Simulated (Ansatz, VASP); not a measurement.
**V in VASP and in Ansatz**

```
V
1.0
     0.00000    2.74108    2.74108
     2.74108    0.00000    2.74108
     2.74108    2.74108    0.00000
V
2
Direct
  0.12500 0.12500 0.12500
  0.87500 0.87500 0.87500
```

Alike in both runs: task single point; functional BLYP; k mesh 17 × 17 × 17; occupations fermi-dirac, width 0.1 eV; no spin polarisation.

|  | VASP | Ansatz |
| --- | --- | --- |
| version | VASP 6.6.1 | Ansatz 0.2.0 |
| potentials or method | VASP PAW PBE potentials, release 64 (V_sv), cutoff 520 eV | plane waves (420 eV) with PAW, scalar-relativistic |
| valence electrons in the cell | 26 | 26 |

Ansatz gave:

| Quantity | Value |
| --- | --- |
| pressure (GPa) | -1.9 |

Question: Estimate VASP's values.

Answer: Pressure (GPa): -1.7.

VASP's potentials were made for PBE, not for BLYP.
